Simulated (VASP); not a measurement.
Here is a VASP 6.6.1 calculation.

File INCAR:

```
ALGO = Normal
EDIFF = 1E-6
EDIFFG = -0.01
ENCUT = 600
GGA = PS
IBRION = 2
ISIF = 3
ISMEAR = -1
LASPH = True
LCHARG = False
LREAL = False
LWAVE = False
NELM = 60
NSW = 60
PREC = Accurate
SIGMA = 0.05
```

KPOINTS

```
k-points
0
Gamma
  9 9 9
```

The input POSCAR:

```
ZnCu
1.0
    2.9450000000      0.0000000000      0.0000000000
    0.0000000000      2.9450000000      0.0000000000
    0.0000000000      0.0000000000      2.9450000000
Zn Cu
1 1
Direct
    0.5000000000      0.5000000000      0.5000000000
    0.0000000000      0.0000000000      0.0000000000
```

Potentials or basis: VASP PAW PBE potentials, release 64 (Zn, Cu).

Command:

```sh
$ cat potpaw_PBE.64/Zn/POTCAR potpaw_PBE.64/Cu/POTCAR > POTCAR
$ mpirun -np 1 vasp_std > vasp.out
```

**Question.** Predict the relaxed cell.

**Answer.** a = 2.915 Å, b = 2.915 Å, c = 2.915 Å, α = 90.00°, β = 90.00°, γ = 90.00°.

**Question.** What does it give for the relaxed volume?

**Answer.** 12.39 Å³/atom.

**Question.** Estimate the band gap on the k mesh.

**Answer.** Zero (an odd number of electrons rules out a gap without spin polarisation).

The path:
| step | energy change (eV) | largest force (eV/Å) | pressure (GPa) | volume (Å³) |
| --- | --- | --- | --- | --- |
| 1 | 0.0000 | 0.0000 | -3.86 | 25.54 |
| 2 | -0.0074 | 0.0000 | 1.99 | 24.42 |
| 3 | -0.0095 | 0.0000 | 0.02 | 24.77 |

Caveat: the PAW data sets were made with another functional, which shifts forces and pressure a little.
